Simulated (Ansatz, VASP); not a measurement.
## Two plane-wave programs on NiGe

```
CELL_PARAMETERS angstrom
3.59702 0.00000 0.00000
-1.79851 3.11511 0.00000
0.00000 0.00000 4.85743
ATOMIC_POSITIONS crystal
Ge 0.33333 0.66667 0.25000
Ge 0.66667 0.33333 0.75000
Ni 0.00000 0.00000 0.00000
Ni 0.00000 0.00000 0.50000
```

Alike in both runs: functional PBEsol; k mesh 12 × 12 × 10; occupations gaussian, width 0.1 eV; no spin polarisation.

Ansatz relaxed the structure, and its values are those at the end. VASP's run is a single point on that final structure, the one shown.

```csv
,VASP,Ansatz
version,VASP 6.6.1,Ansatz 0.2.0
potentials or method,"VASP PAW PBE potentials, release 64 (Ge_d, Ni), cutoff 520 eV","scalar-relativistic, plane waves, PAW"
valence electrons in the cell,48,64
```

```csv
,VASP,Ansatz,Ansatz less VASP
gap on the k mesh at the Fermi level (eV),none,none,-
pressure (GPa),0.1,0.0,-0.11
```

VASP's potentials were made for PBE, not for PBEsol. A gap of «none» marks a metal or a gap that the smearing closes. VASP's potentials hold 48 valence electrons a cell and Ansatz's 64, so a difference there can come from the potentials and not from the codes.
